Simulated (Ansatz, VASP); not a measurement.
One calculation of Nb, two programs

INCAR

```
PREC = Accurate
ENCUT = 500
EDIFF = 1E-6
ISMEAR = 0
SIGMA = 0.15
LREAL = F
LASPH = T
NELM = 120
ALGO = Normal
ISIF = 2
LWAVE = F
LCHARG = T
GGA = PS
LELF = T
LVHAR = T
NBANDS = 12
GGA_COMPAT = F
```

File KPOINTS:

```
Automatic mesh
0
Gamma
  20 20 20
```

File POSCAR:

```
Nb
1.0
    0.0000000000      2.1150000000      2.1678750000
    2.1150000000      0.0000000000      2.1678750000
    2.1150000000      2.1150000000      0.0000000000
Nb
1
Direct
    0.0000000000      0.0000000000      0.0000000000
```

Input for Ansatz:

```yaml
crystal:
  lattice:
    - [0.0, 2.115, 2.167875]
    - [2.115, 0.0, 2.167875]
    - [2.115, 2.115, 0.0]
  atoms:
    - { symbol: Nb, position: [0.0, 0.0, 0.0] }
basis:
  ecutwfc: 420
kpoints:
  mp_grid: { grid: [20, 20, 20] }
hamiltonian:
  xc: pbesol
scf:
  occupations: { method: gaussian, width: 0.15 }
output:
  forces: true
  stress: true
  eigenvalues: true
```

Change from the starting cell: strain +0.000 along x and y, +0.025 along z, atoms carried along.

Alike in both runs: task single point; functional PBEsol; k mesh 20 × 20 × 20; occupations gaussian, width 0.15 eV; no spin polarisation.

|  | VASP | Ansatz |
| --- | --- | --- |
| version | VASP 6.6.1 | Ansatz 0.2.0 |
| potentials or method | VASP PAW PBE potentials, release 64 (Nb_sv), cutoff 500 eV | scalar-relativistic, plane waves, PAW |
| valence electrons in the cell | 13 | 13 |

VASP gave:

```
gap on the k mesh at the Fermi level (eV)                     : none
pressure (GPa)                                                : -10.8
traceless stress, the component that is largest in VASP (GPa) : 3.80
```

Problem. What did Ansatz give for the same quantities?

Solution. gap on the k mesh at the Fermi level (eV): none; pressure (GPa): -10.5; traceless stress, the component that is largest in VASP (GPa): 3.82.

VASP's potentials were made for PBE, not for PBEsol. A gap of «none» marks a metal or a gap that the smearing closes. With one functional, cell and mesh, what is left measures potentials, basis and numerics.
